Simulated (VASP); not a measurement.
# Fe (Im-3m) in VASP: further runs

Fe is run at these levels: PBE; tasks: single point.

Everything below comes from runs of VASP 6.6.1. Logs are shortened: lines on timing, memory, paths and dates and some standing lists are left out, and cuts for length are marked.

### 1 The cell of the first run

Symmetry: Im-3m, No. 229, cubic system. The conventional cell has a = 2.774 Å, b = 2.774 Å, c = 2.774 Å, α = 90.00°, β = 90.00°, γ = 90.00°. Fe (site symmetry m-3m) has 14 Fe at 2.40 to 2.77 Å within 3.2 Å.

### 2 Single point, PBE, collinear spin, ferromagnetic start (10.67 Å³/atom)

Input file INCAR:

```
SYSTEM = Fe
PREC = Accurate
ENCUT = 520
EDIFF = 1E-6
ISMEAR = 0
SIGMA = 0.1
LREAL = .False.
LASPH = .True.
NELM = 150
ALGO = Normal
ISIF = 2
LWAVE = .False.
LCHARG = .False.
ISPIN = 2
MAGMOM = 2.44
LORBIT = 11
LMAXMIX = 4
GGA = PE
NBANDS = 14
```

Input file KPOINTS:

```
Automatic mesh
0
Gamma
  20 20 20
  0 0 0
```

Input file POSCAR:

```
Fe
1.0
   -1.3868880682      1.3868880682      1.3868880682
    1.3868880682     -1.3868880682      1.3868880682
    1.3868880682      1.3868880682     -1.3868880682
Fe
1
Direct
    0.0000000000      0.0000000000      0.0000000000
```

Potentials or basis: VASP PAW PBE potentials, release 64 (Fe).

The run is started by

```
> cat potpaw_PBE.64/Fe/POTCAR > POTCAR
> mpirun -np 1 vasp_std > vasp.out
```

OUTCAR:

```text
SYSTEM = Fe
   PREC = Accurate
   ENCUT = 520
   EDIFF = 1E-6
   ISMEAR = 0
   LREAL = .False.
   LASPH = .True.
   NELM = 150
   ISIF = 2
   ISPIN = 2
   LORBIT = 11
   GGA = PE

 ion  position               nearest neighbor table
   1  0.000  0.000  0.000-

  LATTYP: Found a body centered cubic cell.
 ALAT       =     2.7737761364

  Lattice vectors:

 A1 = (  -1.3868880682,   1.3868880682,   1.3868880682)
 A2 = (   1.3868880682,  -1.3868880682,   1.3868880682)
 A3 = (   1.3868880682,   1.3868880682,  -1.3868880682)

Analysis of symmetry for initial positions (statically):
=====================================================================
 Subroutine PRICEL returns:
 Original cell was already a primitive cell.

 Routine SETGRP: Setting up the symmetry group for a
 body centered cubic supercell.

 Subroutine GETGRP returns: Found 48 space group operations
 (whereof 48 operations were pure point group operations)
 out of a pool of 48 trial point group operations.

The static configuration has the point symmetry O_h .

Analysis of symmetry for dynamics (positions and initial velocities):
=====================================================================
 Subroutine PRICEL returns:
 Original cell was already a primitive cell.

 Routine SETGRP: Setting up the symmetry group for a
 body centered cubic supercell.

 Subroutine GETGRP returns: Found 48 space group operations
 (whereof 48 operations were pure point group operations)
 out of a pool of 48 trial point group operations.

The dynamic configuration has the point symmetry O_h .

Analysis of structural, dynamic, and magnetic symmetry:
=====================================================================
 Subroutine PRICEL returns:
 Original cell was already a primitive cell.

 Routine SETGRP: Setting up the symmetry group for a
 body centered cubic supercell.

 Subroutine GETGRP returns: Found 48 space group operations
 (whereof 48 operations were pure point group operations)
 out of a pool of 48 trial point group operations.

The overall configuration has the point symmetry O_h .

 Subroutine INISYM returns: Found 48 space group operations
 (whereof 48 operations are pure point group operations),
 and found     1 'primitive' translations

----------------------------------------------------------------------------------------

                                     Primitive cell

  volume of cell :      10.6705

  direct lattice vectors                    reciprocal lattice vectors
    -1.386888068  1.386888068  1.386888068     0.000000000  0.360519361  0.360519361
     1.386888068 -1.386888068  1.386888068     0.360519361  0.000000000  0.360519361
     1.386888068  1.386888068 -1.386888068     0.360519361  0.360519361  0.000000000

  length of vectors
     2.402160599  2.402160599  2.402160599     0.509851370  0.509851370  0.509851370

  position of ions in fractional coordinates (direct lattice)
     0.000000000  0.000000000  0.000000000

  ion indices of the primitive-cell ions
   primitive index   ion index
                 1           1

----------------------------------------------------------------------------------------

 KPOINTS: Automatic mesh

Automatic generation of k-mesh.
 Grid dimensions read from file:
 generate k-points for:   20   20   20

 Generating k-lattice:

  Cartesian coordinates                     Fractional coordinates (reciprocal lattice)
     0.000000000  0.018025968  0.018025968     0.050000000  0.000000000  0.000000000
     0.018025968  0.000000000  0.018025968     0.000000000  0.050000000  0.000000000
     0.018025968  0.018025968  0.000000000     0.000000000  0.000000000  0.050000000

  Length of vectors
     0.025492568  0.025492568  0.025492568

  Shift w.r.t. Gamma in fractional coordinates (k-lattice)
     0.000000000  0.000000000  0.000000000

 Subroutine IBZKPT returns following result:
 ===========================================

 Found    256 irreducible k-points:

 Following reciprocal coordinates:
            Coordinates               Weight
  0.000000  0.000000  0.000000      1.000000
  0.050000  0.000000  0.000000     12.000000
  0.100000  0.000000  0.000000     12.000000
  0.150000  0.000000  0.000000     12.000000
  0.200000  0.000000  0.000000     12.000000
  0.250000  0.000000  0.000000     12.000000
[... 16 lines left out ...]
  0.200000  0.100000  0.000000     48.000000
  0.250000  0.100000  0.000000     48.000000
 [... further k-points ...]
   k-points           NKPTS =    256   k-points in BZ     NKDIM =    256   number of bands    NBANDS=     14
   number of dos      NEDOS =    301   number of ions     NIONS =      1
   total plane-waves  NPLWV =   5832
   dimension x,y,z NGX =    18 NGY =   18 NGZ =   18
   dimension x,y,z NGXF=    36 NGYF=   36 NGZF=   36
   ions per type =               1
   NGX,Y,Z   is equivalent  to a cutoff of  12.46, 12.46, 12.46 a.u.
   NGXF,Y,Z  is equivalent  to a cutoff of  24.91, 24.91, 24.91 a.u.
 SYSTEM =  Fe
   PREC   = accura    normal or accurate (medium, high low for compatibility)
   ISTART =      0    job   : 0-new  1-cont  2-samecut
   ICHARG =      2    charge: 1-file 2-atom 10-const
   ISPIN  =      2    spin polarized calculation?
   LNONCOLLINEAR =      F non collinear calculations
   LSORBIT =      F    spin-orbit coupling
   LASPH  =      T    aspherical Exc in radial PAW
   ENCUT  =  520.0 eV  38.22 Ry    6.18 a.u.   4.47  4.47  4.47*2*pi/ulx,y,z
   NELM   =    150;   NELMIN=  2; NELMDL= -5     # of ELM steps
   EDIFF  = 0.1E-05   stopping-criterion for ELM
   LREAL  =      F    real-space projection
   EDIFFG = 0.1E-04   stopping-criterion for IOM
   NSW    =      0    number of steps for IOM
   IBRION =     -1    ionic relax: 0-MD 1-quasi-New 2-CG
   NFREE  =      0    steps in history (QN), initial steepest desc. (CG)
   ISIF   =      2    stress and relaxation
   ISYM   =      2    0-nonsym 1-usesym 2-fastsym
   POTIM  = 0.5000    time-step for ionic-motion
   TEBEG  =    0.0;   TEEND  =   0.0 temperature during run
   PSTRESS=    0.0 pullay stress
   NELECT =       8.0000    total number of electrons
   NUPDOWN=      -1.0000    fix difference up-down
   EMIN   =  10.00;   EMAX   =-10.00  energy-range for DOS
   EFERMI =   0.00;   METHOD = LEGACY
   ISMEAR =     0;   SIGMA  =   0.10  broadening in eV -4-tet -1-fermi 0-gaus
   EFERMI_NEDOS =   21; number of points for ismear=-14 and -15
   IALGO  =     38    algorithm
   IMIX   =      4    mixing-type and parameters
     AMIX     =   0.40;   BMIX     =  1.00
     AMIX_MAG =   1.60;   BMIX_MAG =  1.00
  volume/ion in A,a.u.               =      10.67        72.01
  Fermi-wavevector in a.u.,A,eV,Ry     =   1.487225  2.810448 30.093896  2.211839
  Thomas-Fermi vector in A             =   2.600413
   LORBIT       =     11    0 simple, 1 ext, 2 COOP (PROOUT), +10 PAW based schemes
   GGA     = PE    functional components
   LHFCALC =     F    Hartree Fock is set to
   AEXX    =    0.0000 exact exchange contribution
   IVDW    =     0    specifies the selected vdW correction
   LEPSILON=     F    determine dielectric tensor
   LRPA    =     F    only Hartree local field effects (RPA)
 spin polarized calculation
 Gauss-broadening in eV      SIGMA  =   0.10
  energy-cutoff  :      520.00
  volume of cell :       10.67
 maximum number of plane-waves:       321
 NGX is ok and might be reduce to    18
   NGX =  9   NGY =  9   NGZ =  9

 number of electron       7.9999999 magnetization       2.0748481

 Free energy of the ion-electron system (eV)
  ---------------------------------------------------
  ext. energy  EPLUGINS =         0.00000000
  ---------------------------------------------------
  free energy    TOTEN  =        -8.21928655 eV

  energy without entropy =       -8.21549430  energy(sigma->0) =       -8.21739043

 E-fermi :   6.5120     XC(G=0): -13.4784

 val. band max:        6.4957287076   @ k =  -0.4500   0.4500   0.0500
 cond. band min:       6.5156042735   @ k =  -0.4000   0.4000   0.2500
 fundamental gap:      0.0198755659
 Fermi energy:         6.5120138656

 spin component 1

 k-point     1 :       0.0000    0.0000    0.0000
  band No.  band energies     occupation
      1      -2.3185      1.00000
      2       4.0815      1.00000
      3       4.0815      1.00000
      4       4.0815      1.00000
      5       5.4077      1.00000
      6       5.4077      1.00000
      7      32.1246      0.00000
      8      32.1246      0.00000
      9      32.1246      0.00000
     10      37.6259      0.00000
     11      37.6260      0.00000
     12      40.3175      0.00000
     13      40.3175      0.00000
     14      40.3176      0.00000
[... 375 lines left out ...]
 k-point    24 :       0.2500    0.1000    0.0000
  band No.  band energies     occupation
      1       0.9421      1.00000
      2       3.2867      1.00000
      3       3.7861      1.00000
      4       5.2250      1.00000
      5       5.6329      1.00000
      6       6.2892      0.99919
      7      20.8543      0.00000
      8      25.3756      0.00000
      9      29.1718      0.00000
     10      32.4865      0.00000
     11      37.2423      0.00000
     12      38.7222      0.00000
     13      44.5126      0.00000
     14      46.7704      0.00000

 [... further k-points ...]

 spin component 2

 k-point     1 :       0.0000    0.0000    0.0000
  band No.  band energies     occupation
      1      -2.1362      1.00000
      2       5.8568      1.00000
      3       5.8570      1.00000
      4       5.8570      1.00000
      5       8.0784      0.00000
      6       8.0785      0.00000
      7      31.9121      0.00000
      8      31.9121      0.00000
      9      31.9121      0.00000
     10      37.8661      0.00000
     11      37.8662      0.00000
     12      40.9510      0.00000
     13      40.9510      0.00000
     14      40.9510      0.00000
[... 375 lines left out ...]
 k-point    24 :       0.2500    0.1000    0.0000
  band No.  band energies     occupation
      1       1.3944      1.00000
      2       4.9244      1.00000
      3       5.2869      1.00000
      4       7.6373      0.00000
      5       8.0980      0.00000
      6       8.3670      0.00000
      7      21.5975      0.00000
      8      25.7690      0.00000
      9      29.7391      0.00000
     10      32.7189      0.00000
     11      37.7317      0.00000
     12      39.0776      0.00000
     13      44.7578      0.00000
     14      47.2368      0.00000

 [... further k-points ...]

------------------------ aborting loop because EDIFF is reached ----------------------------------------

  FORCE on cell =-STRESS in cart. coord.  units (eV):
  Direction    XX          YY          ZZ          XY          YZ          ZX
  --------------------------------------------------------------------------------------
  -------------------------------------------------------------------------------------
  Total        0.8965136      0.8965136      0.8965136      0.0000000     -0.0000000      0.0000000
  in kB      134.6118376    134.6118376    134.6118376      0.0000000     -0.0000000      0.0000000
  external PRESSURE =     134.6118376 kB  Pullay stress =       0.0000000 kB

 VOLUME and BASIS-vectors are now :
 -----------------------------------------------------------------------------
  energy-cutoff  :      520.00
  volume of cell :       10.67
      direct lattice vectors                 reciprocal lattice vectors
    -1.386888068  1.386888068  1.386888068     0.000000000  0.360519361  0.360519361
     1.386888068 -1.386888068  1.386888068     0.360519361  0.000000000  0.360519361
     1.386888068  1.386888068 -1.386888068     0.360519361  0.360519361  0.000000000

 POSITION                                       TOTAL-FORCE (eV/Angst)
 -----------------------------------------------------------------------------------
      0.00000      0.00000      0.00000         0.000000      0.000000      0.000000
 -----------------------------------------------------------------------------------
    total drift:                                0.000000     -0.000000      0.000000

  FREE ENERGIE OF THE ION-ELECTRON SYSTEM (eV)
  ---------------------------------------------------
  free  energy   TOTEN  =        -8.2192865540 eV

  energy  without entropy=       -8.2154943021  energy(sigma->0) =       -8.21739043

 total charge

# of ion       s       p       d       tot
------------------------------------------
    1        0.516   0.601   6.289   7.406

 magnetization (x)

# of ion       s       p       d       tot
------------------------------------------
    1       -0.012  -0.055   2.128   2.061
```

Wall time 78 s (1 thread of Intel Xeon 8259CL, shared host); peak memory 0.17 GiB.

What came out:

```yaml
Free_energy: -8.2193 eV
Pressure: 13.5 GPa
Net_moment: 2.07 μB per cell
Site_moments: Fe +2.06 μB
Valence_electrons_inside_the_program's_atomic_spheres: Fe 7.41
```

Caveat: the cell stands under pressure.

[end of part 1 of 2]
